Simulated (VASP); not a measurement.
Write the native input for VASP 6.6.1 that does the following.

```yaml
Task: single point
Functional: r2SCAN
Potentials_or_basis: VASP PAW PBE potentials, release 64 (Mg, O)
Cutoff: 520 eV
k_mesh: 6 × 6 × 6
Occupations: gaussian, width 0.01 eV
Spin: no spin polarisation
Dipole_correction: no
Further_INCAR_settings: ALGO = Normal; EDIFF = 1e-06; NBANDS = 16
```

The system is MgO.

```
Mg O
1.0
     3.42728    0.00000    0.00000
    -1.71364    2.96811    0.00000
     0.00000    0.00000    4.10721
Mg O
2 2
Direct
  0.66667 0.33333 0.75000
  0.33333 0.66667 0.25000
  0.66667 0.33333 0.25000
  0.33333 0.66667 0.75000
```

These files were run (other wordings do the same):

POSCAR

```
MgO
1.0
    3.4272754297      0.0000000000      0.0000000000
   -1.7136377148      2.9681076712      0.0000000000
    0.0000000000      0.0000000000      4.1072130628
Mg O
2 2
Direct
    0.6666666667      0.3333333333      0.7500000000
    0.3333333333      0.6666666667      0.2500000000
    0.6666666667      0.3333333333      0.2500000000
    0.3333333333      0.6666666667      0.7500000000
```

INCAR.step1

```
SYSTEM = MgO
  PREC = Accurate
  ENCUT = 520
  ISMEAR = 0
  SIGMA = 0.01
  LREAL = .False.
  LASPH = .True.
  NELM = 60
  NBANDS = 16
  GGA = PE
  ALGO = Normal
  EDIFF = 1E-4
  LWAVE = .True.
  LCHARG = .False.
```

INCAR.step2

```
SYSTEM = MgO
  PREC = Accurate
  ENCUT = 520
  EDIFF = 1E-6
  ISMEAR = 0
  SIGMA = 0.01
  LREAL = .False.
  LASPH = .True.
  NELM = 60
  ALGO = Normal
  ISIF = 2
  LWAVE = .False.
  LCHARG = .True.
  METAGGA = R2SCAN
  LMIXTAU = .True.
  LELF = .True.
  LVHAR = .True.
  NBANDS = 16
  ISTART = 1
```

KPOINTS

```
Automatic mesh
0
Gamma
  6 6 6
  0 0 0
```

Potentials or basis: VASP PAW PBE potentials, release 64 (Mg, O).

Command:

```sh
$ cat potpaw_PBE.64/Mg/POTCAR potpaw_PBE.64/O/POTCAR > POTCAR
$ cp INCAR.step1 INCAR
$ mpirun -np 1 vasp_std > vasp.out
$ cp INCAR.step2 INCAR
$ mpirun -np 1 vasp_std > vasp.out
```

It gave:

```json
{"Pressure": "7.2 GPa", "Band gap on the k mesh": "4.36 eV, direct"}
```

Caveat: the PAW data sets were made with another functional, which shifts forces and pressure a little.

Run time: 100 s on 1 thread of AMD EPYC 7R43 64-Core Processor (Zen 3) (shared host), peak memory 0.14 GiB.
